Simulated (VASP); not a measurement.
PbI2:

```
Pb I
1.0
     4.56573    0.00000    0.00000
    -2.28286    3.95403    0.00000
     0.00000    0.00000    7.04108
Pb I
1 2
Direct
  0.00000 0.00000 0.00000
  0.33333 0.66667 0.26678
  0.66667 0.33333 0.73322
```

Base run:

- Program: VASP 6.6.1
- Functional: PBE
- Potentials or basis: VASP PAW PBE potentials, release 64 (Pb_d, I)
- Cutoff: 500 eV
- k mesh: 6 × 6 × 4
- Occupations: gaussian, width 0.01 eV
- Spin: no spin polarisation

Its results: band gap on the k mesh 2.23 eV; pressure 1.2 GPa; largest force 0.046 eV/Å.

Question: After a change of settings the same cell gave: band gap on the k mesh 2.13 eV; pressure -0.5 GPa; largest force 0.109 eV/Å. Which change was it?
A. occupations from gaussian, width 0.01 eV to methfessel-paxton, width 0.2 eV
B. functional from PBE to LDA; potentials or basis from VASP PAW PBE potentials, release 64 (Pb_d, I) to VASP PAW LDA potentials, release 64 (Pb_d, I)
C. functional from PBE to PBEsol

Answer: C.

PBEsol binds more tightly than PBE, so the same cell stands under less pressure.

Caveats: spin-orbit coupling is left out, which moves the levels of the heavy elements; this functional lacks dispersion, which binds the layers, so the pressure and a relaxed spacing across them are unreliable; the PAW data sets were made with another functional, which shifts forces and pressure a little (at least some runs).
